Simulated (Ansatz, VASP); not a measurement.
**ZrSi7 in VASP and in Ansatz**

Contents of INCAR:

```
SYSTEM = ZrSi7
ALGO = Normal ; EDIFF = 1E-7
EDIFFG = -0.01 ; ENCUT = 600
GGA = PE ; IBRION = 2
ISIF = 3 ; ISMEAR = 0
LASPH = .True. ; LCHARG = .False.
LREAL = .False. ; LWAVE = .False.
NELM = 60 ; NSW = 100
PREC = Accurate ; SIGMA = 0.1
```

KPOINTS

```
k-points
0
Gamma
  6 6 6
  0 0 0
```

Contents of POSCAR:

```
ZrSi7
1.0
    3.6010030625     -3.5945265355      0.0000000000
    3.6010030625      3.5945265355      0.0000000000
   -1.5858182348      0.0000000000      5.1495818263
Zr Si
1 7
Direct
    0.7147765595      0.7147765595      0.7080930030
    0.5470711880      0.2194075198      0.8595787981
    0.8964386590      0.5153940497      0.1794235804
    0.1786466944      0.8380823937      0.5274081392
    0.2194075198      0.5470711880      0.8595787981
    0.5153940497      0.8964386590      0.1794235804
    0.8380823937      0.1786466944      0.5274081392
    0.0537570467      0.0537570467      0.1220906548
```

Input for Ansatz:

```yaml
crystal:
  lattice:
    - [3.6010030625, -3.5945265355, 0.0]
    - [3.6010030625, 3.5945265355, 0.0]
    - [-1.5858182348, 0.0, 5.1495818263]
  atoms:
    - { symbol: Zr, position: [0.7147765595, 0.7147765595, 0.708093003] }
    - { symbol: Si, position: [0.547071188, 0.2194075198, 0.8595787981] }
    - { symbol: Si, position: [0.896438659, 0.5153940497, 0.1794235804] }
    - { symbol: Si, position: [0.1786466944, 0.8380823937, 0.5274081392] }
    - { symbol: Si, position: [0.2194075198, 0.547071188, 0.8595787981] }
    - { symbol: Si, position: [0.5153940497, 0.896438659, 0.1794235804] }
    - { symbol: Si, position: [0.8380823937, 0.1786466944, 0.5274081392] }
    - { symbol: Si, position: [0.0537570467, 0.0537570467, 0.1220906548] }
basis:
  ecutwfc: 420
kpoints:
  mp_grid: { grid: [6, 6, 6] }
hamiltonian:
  xc: pbe
scf:
  occupations: { method: gaussian, width: 0.1 }
output:
  forces: true
  stress: true
  eigenvalues: true
relax:
  adjacent_minimum: "off"
  f_tol: 0.01
  max_steps: 80
  cell: { stress_tol: 0.05 }
```

Change from the starting cell: the structure that the rattled cell fell into.

Alike in both runs: task relaxation of cell and atoms; functional PBE; k mesh 6 × 6 × 6; occupations gaussian, width 0.1 eV; no spin polarisation.

|  | VASP | Ansatz |
| --- | --- | --- |
| version | VASP 6.6.1 | Ansatz 0.2.0 |
| potentials or method | VASP PAW PBE potentials, release 64 (Zr_sv, Si), cutoff 600 eV | scalar-relativistic, plane waves, PAW |
| valence electrons in the cell | 40 | 40 |

|  | VASP | Ansatz | Ansatz less VASP |
| --- | --- | --- | --- |
| gap on the k mesh at the Fermi level, each at its own relaxed structure (eV) | none | none | - |
| relaxed volume (Å³/atom) | 16.70 | 16.69 | -0.012 |
| relaxed cell length with the largest relative difference (Å) | 5.395 | 5.391 | -0.0035 |

A gap of «none» marks a metal or a gap that the smearing closes.
